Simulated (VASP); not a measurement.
Set up this calculation in VASP 6.6.1, as the native input.

```yaml
Task: single point
Functional: PBE
Potentials_or_basis: VASP PAW PBE potentials, release 64 (Rb_sv)
Cutoff: 520 eV
k_mesh: 10 × 10 × 10
Occupations: gaussian, width 0.1 eV
Spin: no spin polarisation
Dipole_correction: no
Further_INCAR_settings: ALGO = Normal; EDIFF = 1e-06; NBANDS = 10
```

The structure of Rb lies in POSCAR:

```
Rb
1.0
   -2.8906137385      2.8906137385      2.8906137385
    2.8906137385     -2.8906137385      2.8906137385
    2.8906137385      2.8906137385     -2.8906137385
Rb
1
Direct
    0.0000000000      0.0000000000      0.0000000000
```

The input as run:

INCAR

```
PREC = Accurate ; ENCUT = 520
EDIFF = 1E-6 ; ISMEAR = 0
SIGMA = 0.1 ; LREAL = F
LASPH = T ; NELM = 60
ALGO = Normal ; ISIF = 2
LWAVE = F ; LCHARG = T
GGA = PE ; LELF = T
LVHAR = T ; NBANDS = 10
```

KPOINTS

```
Automatic mesh
0
Gamma
  10 10 10
```

Potentials or basis: VASP PAW PBE potentials, release 64 (Rb_sv).

Command:

```sh
$ cat potpaw_PBE.64/Rb_sv/POTCAR > POTCAR
$ mpirun -np 1 vasp_std > vasp.out
```

Results of the run:

The pressure is -0.1 GPa. The band gap on the k mesh is zero (an odd number of electrons rules out a gap without spin polarisation).

Run time: 20 s on 1 thread of Intel(R) Xeon(R) Platinum 8488C (Sapphire Rapids), with other jobs on the host, peak memory 0.24 GiB.
